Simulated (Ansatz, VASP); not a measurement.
# Two plane-wave programs on Rh

The input INCAR:

```
PREC = Accurate
ENCUT = 520
EDIFF = 1E-7
ISMEAR = 0
SIGMA = 0.15
LREAL = False
LASPH = True
NELM = 80
ALGO = Fast
ISIF = 2
LWAVE = False
LCHARG = False
GGA = CA
NBANDS = 14
```

File KPOINTS:

```
Automatic mesh
0
Gamma
  22 22 22
```

POSCAR

```
Rh
1.0
    0.0000000000      1.9015500000      1.8064725000
    1.9015500000      0.0000000000      1.8064725000
    1.9015500000      1.9015500000      0.0000000000
Rh
1
Direct
    0.0000000000      0.0000000000      0.0000000000
```

Input for Ansatz:

```yaml
crystal:
  lattice:
    - [0.0, 1.90155, 1.8064725]
    - [1.90155, 0.0, 1.8064725]
    - [1.90155, 1.90155, 0.0]
  atoms:
    - { symbol: Rh, position: [0.0, 0.0, 0.0] }
basis:
  ecutwfc: 420
kpoints:
  mp_grid: { grid: [22, 22, 22] }
hamiltonian:
  xc: lda
scf:
  occupations: { method: gaussian, width: 0.15 }
output:
  forces: true
  stress: true
  eigenvalues: true
```

Change from the starting cell: strain +0.000 along x and y, -0.050 along z, atoms carried along.

Alike in both runs: task single point; functional LDA; k mesh 22 × 22 × 22; occupations gaussian, width 0.15 eV; no spin polarisation.

|  | VASP | Ansatz |
| --- | --- | --- |
| version | VASP 6.6.1 | Ansatz 0.2.0 |
| potentials or method | VASP PAW LDA potentials, release 64 (Rh_pv), cutoff 520 eV | scalar-relativistic, plane waves, PAW |
| valence electrons in the cell | 15 | 17 |

Ansatz gave:

- gap on the k mesh at the Fermi level (eV): none
- pressure (GPa): 4.5
- traceless stress, the component that is largest in VASP (GPa): 9.18

Which values does VASP return?

gap on the k mesh at the Fermi level (eV): none; pressure (GPa): 5.4; traceless stress, the component that is largest in VASP (GPa): 9.17.

LDA's correlation is that of Perdew and Zunger in VASP and of Perdew and Wang (1992) in Ansatz. A gap of «none» marks a metal or a gap that the smearing closes. VASP's potentials hold 15 valence electrons a cell and Ansatz's 17, so a difference there can come from the potentials and not from the codes.
